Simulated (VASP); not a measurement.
Input of a VASP 6.6.1 run:

The input INCAR:

```
PREC = Accurate ; ENCUT = 520
EDIFF = 1E-6 ; ISMEAR = 0
SIGMA = 0.15 ; LREAL = F
LASPH = T ; NELM = 60
ALGO = Normal ; ISIF = 2
LWAVE = F ; LCHARG = F
GGA = PS ; NBANDS = 48
```

KPOINTS

```
Automatic mesh
0
Gamma
  12 12 8
```

The input POSCAR:

```
Ti6O
1.0
    5.0524251771      0.0000000000      0.0000000000
   -2.5262125886      4.3755285541      0.0000000000
    0.0000000000      0.0000000000      4.3152177033
Ti O
6 1
Direct
    0.3313261834      0.0000000000      0.2594789601
    1.0000000000      0.3313261834      0.2594789601
    0.6686738166      0.6686738166      0.2594789601
    1.0000000000      0.6686738166      0.7405210399
    0.6686738166      0.0000000000      0.7405210399
    0.3313261834      0.3313261834      0.7405210399
    0.0000000000      0.0000000000      0.0000000000
```

Potentials or basis: VASP PAW PBE potentials, release 64 (Ti_sv, O).

Run with:

```console
$ cat potpaw_PBE.64/Ti_sv/POTCAR potpaw_PBE.64/O/POTCAR > POTCAR
$ mpirun -np 1 vasp_std > vasp.out
```

(1) What does it give for the band gap on the k mesh?

(2) Estimate the pressure.

Answers

(1) zero (band 39 reaches 10.10 eV, above the bottom of band 40 at 9.57 eV).

(2) 14.6 GPa.

Caveat: the cell differs from its parent crystal (strain +0.000 along x and y, -0.080 along z); the PAW data sets were made with another functional, which shifts forces and pressure a little.
